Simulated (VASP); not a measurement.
Ga: single point with RPBE

The system is Ga.

```xyz
3
Lattice="4.7007 0.0000 0.0000 -2.3504 4.0710 0.0000 0.0000 0.0000 3.0182" Properties=species:S:1:pos:R:3 pbc="T T T"
Ga    0.0000    0.0000    0.0000
Ga    0.0000    2.7140    1.5091
Ga    2.3504    1.3570    1.5091
```

This cell differs from its parent crystal: volume scaled by 0.96.

```
Program             : VASP 6.6.1
Task                : single point
Functional          : RPBE
Potentials or basis : VASP PAW PBE potentials, release 64 (Ga_d)
Cutoff              : 520 eV
k mesh              : 9 × 9 × 12
Occupations         : fermi-dirac, width 0.1 eV
Spin                : no spin polarisation
```

The pressure is 2.2 GPa.

Stress tensor (GPa, compression positive):
```
2.46 0.00 0.00
0.00 2.46 0.00
0.00 0.00 1.73
```

Levels at points of the mesh, in eV from the Fermi level:
| k point | band 16 | band 17 | band 18 | band 19 | band 20 | band 21 | band 22 | band 23 |
| --- | --- | --- | --- | --- | --- | --- | --- | --- |
| (0.00, 0.00, 0.00) | -10.88 | -2.54 | -2.26 | -1.13 | -1.13 | -0.93 | -0.93 | 4.84 |
| (0.00, 0.00, 0.50) | -7.19 | -6.03 | 1.31 | 1.31 | 1.33 | 1.72 | 1.78 | 2.13 |

Run time: 73 s on 1 thread of Intel Xeon 6975P-C, on a shared host, peak memory 0.24 GiB.

Caveat: the PAW data sets were made with another functional, which shifts forces and pressure a little.
